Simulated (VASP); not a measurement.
BaTiO3: relaxation of volume and atoms at fixed shape with PBE

The system is BaTiO3.

```
CELL_PARAMETERS angstrom
4.00600 0.00000 0.00000
0.00000 4.00600 0.00000
0.00000 0.00000 4.00600
ATOMIC_POSITIONS crystal
Ba 0.50000 0.50000 0.50000
Ti 0.00000 0.00000 0.00000
O 0.50000 0.00000 0.00000
O 0.00000 0.50000 0.00000
O 0.00000 0.00000 0.50000
```

| Property | Result |
| --- | --- |
| Program | VASP 6.6.1 |
| Task | relaxation of volume and atoms at fixed shape |
| Functional | PBE |
| Potentials or basis | VASP PAW PBE potentials, release 64 (Ba_sv, Ti_sv, O) |
| Cutoff | 600 eV |
| k mesh | 4 × 4 × 4 |
| Occupations | gaussian, width 0.01 eV |
| Spin | no spin polarisation |
| Dipole correction | no |
| Further INCAR settings | ALGO = Normal; EDIFF = 1e-06; IBRION = 2; EDIFFG = -0.01; NSW = 80; ISIF = 8 |

```json
{
 "Relaxed volume": "13.11 Å³/atom",
 "Relaxed cell": "a = 4.032 Å, b = 4.032 Å, c = 4.032 Å, α = 90.00°, β = 90.00°, γ = 90.00°",
 "Space group after relaxing (to 0.05 Å)": "Pm-3m (No. 221)",
 "Energy gained by relaxing": "2.6 meV/atom",
 "Ionic steps": "3",
 "Pressure after relaxing": "0.0 GPa",
 "Band gap on the k mesh": "1.68 eV, indirect (least direct gap 1.85 eV)"
}
```

Step by step:
```csv
step,energy change (eV),largest force (eV/Å),pressure (GPa),volume (Å³)
1,0.0000,0.0000,3.32,64.29
2,-0.0015,0.0000,-2.89,66.80
3,-0.0128,0.0000,0.00,65.56
```

Final structure:
```xyz
5
Lattice="4.0323 0.0000 0.0000 0.0000 4.0323 0.0000 0.0000 0.0000 4.0323" Properties=species:S:1:pos:R:3 pbc="T T T"
Ba    2.0161    2.0161    2.0161
Ti    0.0000    0.0000    0.0000
O     2.0161    0.0000    0.0000
O     0.0000    2.0161    0.0000
O     0.0000    0.0000    2.0161
```

Levels at points of the mesh, in eV from the valence-band top:
```
           k point  band 16  band 17  band 18  band 19  band 20  band 21  band 22  band 23  band 24
(0.00, 0.00, 0.00)    -1.06    -1.06    -0.17    -0.17    -0.17     1.68     1.68     1.68     3.73
(0.50, 0.00, 0.00)    -1.86    -1.80    -1.80    -0.71    -0.71     1.83     3.36     3.36     3.74
(0.50, 0.50, 0.00)    -2.62    -1.73    -0.88    -0.88    -0.09     3.36     3.36     3.77     4.56
(0.50, 0.50, 0.50)    -2.42    -2.42     0.00     0.00     0.00     4.00     4.00     4.00     6.62
```

Run time: 110 s on 1 thread of AMD EPYC 7R13, on a shared host, peak memory 0.17 GiB.

Caveat: spin-orbit coupling is left out, which moves the levels of the heavy elements. PBE usually gives volumes a little too large and moduli too small.
